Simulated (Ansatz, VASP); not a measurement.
## One calculation of SiO2, two programs

INCAR

```
SYSTEM = SiO2
ALGO     = Normal         ! electronic algorithm
EDIFF    = 1E-7           ! SCF threshold, eV
ENCUT    = 520            ! plane-wave cutoff, eV
GGA      = PE             ! functional
ISIF     = 2              ! what is computed and relaxed
ISMEAR   = 0              ! smearing method
ISPIN    = 2              ! spin polarisation
LASPH    = .True.         ! aspherical terms in the spheres
LCHARG   = .False.        ! write CHGCAR
LORBIT   = 11             ! projections on sites
LREAL    = .False.        ! projectors in reciprocal space
LWAVE    = .False.        ! write WAVECAR
MAGMOM   = 0 0 1 1 1 1    ! initial moments
NBANDS   = 29             ! bands
NELM     = 150            ! most SCF steps
PREC     = Accurate       ! precision mode
SIGMA    = 0.1            ! smearing width, eV
```

KPOINTS

```
k-points
0
Gamma
  6 4 4
  0 0 0
```

Contents of POSCAR:

```
SiO2
1.0
    3.6047399400      0.0000000000      0.0000000000
    0.0000000000      4.4626686600      0.0000000000
    0.0000000000      0.0000000000      5.0464479300
Si O
2 4
Direct
    0.0000000000      0.5000000000      0.5000000000
    0.5000000000      0.0000000000      0.5000000000
    0.1263478400      0.3817600600      0.0000000000
    0.8736521600      0.6182399400      0.0000000000
    0.3736521600      0.8817600600      0.0000000000
    0.6263478400      0.1182399400      0.0000000000
```

Input for Ansatz:

```yaml
crystal:
  lattice:
    - [3.60473994, 0.0, 0.0]
    - [0.0, 4.46266866, 0.0]
    - [0.0, 0.0, 5.04644793]
  atoms:
    - { symbol: Si, position: [0.0, 0.5, 0.5] }
    - { symbol: Si, position: [0.5, 0.0, 0.5] }
    - { symbol: O, position: [0.12634784, 0.38176006, 0.0], spin: 1.0 }
    - { symbol: O, position: [0.87365216, 0.61823994, 0.0], spin: 1.0 }
    - { symbol: O, position: [0.37365216, 0.88176006, 0.0], spin: 1.0 }
    - { symbol: O, position: [0.62634784, 0.11823994, 0.0], spin: 1.0 }
basis:
  ecutwfc: 420
kpoints:
  mp_grid: { grid: [6, 4, 4] }
hamiltonian:
  xc: pbe
scf:
  occupations: { method: gaussian, width: 0.1 }
  lower_state_search: "off"
output:
  forces: true
  stress: true
  eigenvalues: true
  populations: true
magnetization:
  spin_polarized: true
```

Alike in both runs: task single point; functional PBE; k mesh 6 × 4 × 4; occupations gaussian, width 0.1 eV; collinear spin.

|  | VASP | Ansatz |
| --- | --- | --- |
| version | VASP 6.6.1 | Ansatz 0.2.0 |
| potentials or method | VASP PAW PBE potentials, release 64 (Si, O), cutoff 520 eV | scalar-relativistic, plane waves, PAW |
| valence electrons in the cell | 32 | 32 |

VASP gave:

- gap on the k mesh at the Fermi level (eV): none
- pressure (GPa): -5.6
- traceless stress, the component that is largest in VASP (GPa): -15.43
- rms of the force components (eV/Å): 1.113
- net moment per atom (μB): 0.10
- size of the moment on the site where the two differ most (μB): 0.13

**Question.** Estimate Ansatz's values.

**Answer.** gap on the k mesh at the Fermi level (eV): none; pressure (GPa): -6.0; traceless stress, the component that is largest in VASP (GPa): -14.89; rms of the force components (eV/Å): 1.280; net moment per atom (μB): 0.10; size of the moment on the site where the two differ most (μB): 0.10.

Site moments also hang on the region over which each program counts them. Atom by atom the forces differ by 0.168 eV/Å (rms over components). A gap of «none» marks a metal or a gap that the smearing closes.
